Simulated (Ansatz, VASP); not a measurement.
**Mg: VASP beside Ansatz**

File POSCAR:

```
Mg
1.0
    0.0000000000      3.5207831531      3.5207831531
    3.5207831531      0.0000000000      3.5207831531
    3.5207831531      3.5207831531      0.0000000000
Mg
2
Direct
    0.1250000000      0.1250000000      0.1250000000
    0.8750000000      0.8750000000      0.8750000000
```

File INCAR.step1:

```
SYSTEM = Mg
  PREC = Accurate
  ENCUT = 520
  ISMEAR = -1
  SIGMA = 0.1
  LREAL = .False.
  LASPH = .True.
  NELM = 100
  NBANDS = 9
  GGA = PE
  ALGO = Normal
  EDIFF = 1E-4
  LWAVE = .True.
  LCHARG = .False.
```

Contents of INCAR.step2:

```
SYSTEM = Mg
  PREC = Accurate
  ENCUT = 520
  EDIFF = 1E-6
  ISMEAR = -1
  SIGMA = 0.1
  LREAL = .False.
  LASPH = .True.
  NELM = 100
  ALGO = Normal
  ISIF = 2
  LWAVE = .False.
  LCHARG = .True.
  METAGGA = R2SCAN
  LMIXTAU = .True.
  LELF = .True.
  LVHAR = .True.
  NBANDS = 9
  ISTART = 1
```

KPOINTS

```
regular mesh
0
Gamma
  9 9 9
  0 0 0
```

Input for Ansatz:

```yaml
crystal:
  lattice:
    - [0.0, 3.5207831531, 3.5207831531]
    - [3.5207831531, 0.0, 3.5207831531]
    - [3.5207831531, 3.5207831531, 0.0]
  atoms:
    - { symbol: Mg, position: [0.125, 0.125, 0.125] }
    - { symbol: Mg, position: [0.875, 0.875, 0.875] }
hamiltonian:
  xc: r2scan
  pseudopotentials:
    kind: paw
    azcp:
      Mg: "pseudopotentials/Mg.paw.azcp"
basis:
  ecutwfc: 500
  fft_grid_basis: typed
kpoints:
  mp_grid: { grid: [9, 9, 9], shift: [0, 0, 0] }
magnetization:
  spin_polarized: false
scf:
  occupations: { method: fermi_dirac, width: 0.1 }
  lower_state_search: "off"
output:
  stress: true
  write_density: true
  write_potential: true
  elf: true
  volumetric_format: npy
```

Alike in both runs: task single point; functional r2SCAN; k mesh 9 × 9 × 9; occupations fermi-dirac, width 0.1 eV; no spin polarisation.

```csv
,VASP,Ansatz
version,VASP 6.6.1,Ansatz 0.2.0
potentials or method,"VASP PAW PBE potentials, release 64 (Mg), cutoff 520 eV","plane waves (500 eV) with PAW, scalar-relativistic"
valence electrons in the cell,4,20
```

Ansatz gave:

- pressure (GPa): -0.8

Task: Which values does VASP return?

Result: Pressure (GPa): -0.9.

VASP's potentials were made for PBE, not for r2SCAN. VASP's potentials hold 4 valence electrons a cell and Ansatz's 20, so a difference there can come from the potentials and not from the codes.
